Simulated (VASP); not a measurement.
Write the native input for VASP 6.6.1 that does the following.

```
Task                   : single point
Functional             : LDA
Potentials or basis    : VASP PAW LDA potentials, release 64 (B, Ru_pv)
Cutoff                 : 520 eV
k mesh                 : 9 × 6 × 7
Occupations            : fermi-dirac, width 0.1 eV
Spin                   : no spin polarisation
Dipole correction      : no
Further INCAR settings : ALGO = Normal; EDIFF = 1e-07; NBANDS = 29
```

The structure of B2Ru lies in POSCAR:

```
B2Ru
1.0
    2.8065142015      0.0000000000      0.0000000000
    0.0000000000      4.5501774750      0.0000000000
    0.0000000000      0.0000000000      3.9624258098
B Ru
4 2
Direct
    0.0000000000      0.8090000000      0.3610000000
    0.0000000000      0.1910000000      0.3610000000
    0.5000000000      0.3090000000      0.6390000000
    0.5000000000      0.6910000000      0.6390000000
    0.0000000000      0.0000000000      0.8492000000
    0.5000000000      0.5000000000      0.1508000000
```

These files were run (other wordings do the same):

INCAR

```
  PREC = Accurate
  ENCUT = 520
  EDIFF = 1E-7
  ISMEAR = -1
  SIGMA = 0.1
  LREAL = False
  LASPH = True
  NELM = 100
  ALGO = Normal
  ISIF = 2
  LWAVE = False
  LCHARG = True
  GGA = CA
  LELF = True
  LVHAR = True
  NBANDS = 29
```

KPOINTS

```
Automatic mesh
0
Gamma
  9 6 7
```

Potentials or basis: VASP PAW LDA potentials, release 64 (B, Ru_pv).

Run with:

```bash
$ cat potpaw_LDA.64/B/POTCAR potpaw_LDA.64/Ru_pv/POTCAR > POTCAR
$ mpirun -np 1 vasp_std > vasp.out
```

It gave:

* Pressure: 11.0 GPa
* Largest force: 0.511 eV/Å
* Band gap on the k mesh: zero (bands 20 and 21 overlap by 1.55 eV)

Caveat: the stress differs along the axes, from 6 to 14 GPa.

Run time: 43 s on 1 thread of Intel(R) Xeon(R) 6975P-C (Granite Rapids), on a shared host, peak memory 0.21 GiB.
